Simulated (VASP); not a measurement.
AlN, 8 atoms in the cell. The structure is orthorhombic, space group Cmm2 (No. 35). Conventional cell: a = 6.190 Å, b = 6.190 Å, c = 4.377 Å, α = 90.00°, β = 90.00°, γ = 90.00°. Al (site symmetry mm2) has 4 N at 1.71 to 2.14 Å within 2.3 Å. Within 2.5 Å of Al (site symmetry 2) lie 4 N at 1.90 Å. Within 2.5 Å of Al (site symmetry mm2) lie 4 N at 1.90 Å. Within 2.5 Å of N (site symmetry m) lie 4 Al at 1.90 to 2.14 Å. N (site symmetry m) has 4 Al at 1.71 to 1.90 Å within 2.3 Å.  This cell differs from its parent crystal: atom 1 (Al) moved by +0.000 Å along [1 1 0] and -0.378 Å along [0 0 1].

* Program: VASP 6.6.1
* Task: single point
* Functional: PBEsol
* Potentials or basis: VASP PAW PBE potentials, release 64 (Al, N)
* Cutoff: 520 eV
* k mesh: 6 × 6 × 6
* Occupations: gaussian, width 0.05 eV
* Spin: no spin polarisation
* Dipole correction: no
* Further INCAR settings: ALGO = Normal; EDIFF = 1e-07; NBANDS = 26

Potentials or basis: VASP PAW PBE potentials, release 64 (Al, N).

The run is started by

```sh
$ cat potpaw_PBE.64/Al/POTCAR potpaw_PBE.64/N/POTCAR > POTCAR
$ mpirun -np 1 vasp_std > vasp.out
```

Hardware: 1 thread of Intel(R) Xeon(R) 6975P-C (Granite Rapids) (shared host).

Q: Estimate the wall time of this run.

A: It took 58 s on 1 thread of Intel(R) Xeon(R) 6975P-C (Granite Rapids), with other jobs on the host, peak memory 0.24 GiB. Counts: scf iterations 15, k points 52.
